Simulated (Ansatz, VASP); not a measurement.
## MgCd3Se3 in VASP and in Ansatz

INCAR

```
SYSTEM = MgCd3Se3
ALGO = Normal ; EDIFF = 1E-7
EDIFFG = -0.08 ; ENCUT = 600
GGA = PE ; GGA_COMPAT = .False.
IBRION = 2 ; ISIF = 3
ISMEAR = 0 ; LASPH = .True.
LCHARG = .False. ; LREAL = .False.
LWAVE = .False. ; NELM = 120
NELMIN = 4 ; NSW = 36
PREC = Accurate ; SIGMA = 0.2
```

KPOINTS

```
k-points
0
Gamma
  5 5 2
  0 0 0
```

File POSCAR:

```
MgCd3Se3
1.0
    4.1000000000      0.0000000000      0.0000000000
   -2.0500000000      3.5507041600      0.0000000000
    0.0000000000      0.0000000000     11.8000000000
Mg Cd Se
1 3 3
Direct
    0.0000000000      0.0000000000      0.0000000000
    0.0000000000      0.0000000000      0.7750000000
    0.3333333300      0.6666666700      0.3430000000
    0.0000000000      0.0000000000      0.5380000000
    0.6666666700      0.3333333300      0.8810000000
    0.6666666700      0.3333333300      0.4320000000
    0.3333333300      0.6666666700      0.1190000000
```

Input for Ansatz:

```yaml
crystal:
  lattice:
    - [4.1, 0.0, 0.0]
    - [-2.05, 3.55070416, 0.0]
    - [0.0, 0.0, 11.8]
  atoms:
    - { symbol: Mg, position: [0.0, 0.0, 0.0] }
    - { symbol: Cd, position: [0.0, 0.0, 0.775] }
    - { symbol: Cd, position: [0.33333333, 0.66666667, 0.343] }
    - { symbol: Cd, position: [0.0, 0.0, 0.538] }
    - { symbol: Se, position: [0.66666667, 0.33333333, 0.881] }
    - { symbol: Se, position: [0.66666667, 0.33333333, 0.432] }
    - { symbol: Se, position: [0.33333333, 0.66666667, 0.119] }
basis:
  ecutwfc: 420
kpoints:
  mp_grid: { grid: [5, 5, 2] }
hamiltonian:
  xc: pbe
scf:
  occupations: { method: gaussian, width: 0.2 }
  lower_state_search: "off"
output:
  forces: true
  stress: true
  eigenvalues: true
relax:
  adjacent_minimum: "off"
  f_tol: 0.08
  max_steps: 16
  cell: { stress_tol: 0.8 }
```

Alike in both runs: task relaxation of cell and atoms; functional PBE; k mesh 5 × 5 × 2; occupations gaussian, width 0.2 eV; no spin polarisation.

|  | VASP | Ansatz |
| --- | --- | --- |
| version | VASP 6.6.1 | Ansatz 0.2.0 |
| potentials or method | VASP PAW PBE potentials, release 64 (Mg, Cd, Se), cutoff 600 eV | scalar-relativistic, plane waves, PAW |
| valence electrons in the cell | 56 | 118 |

VASP gave:

```
gap on the k mesh at the Fermi level, each at its own relaxed structure (eV) : 0.45
relaxed volume (Å³/atom)                                                     : 27.14
relaxed length of the cell vector where the two differ most in proportion (Å)              : 12.905
```

**Question.** Estimate Ansatz's values.

**Answer.** gap on the k mesh at the Fermi level, each at its own relaxed structure (eV): 0.44; relaxed volume (Å³/atom): 27.20; relaxed length of the cell vector where the two differ most in proportion (Å): 12.821.

VASP's potentials hold 56 valence electrons a cell and Ansatz's 118, so a difference there can come from the potentials and not from the codes.
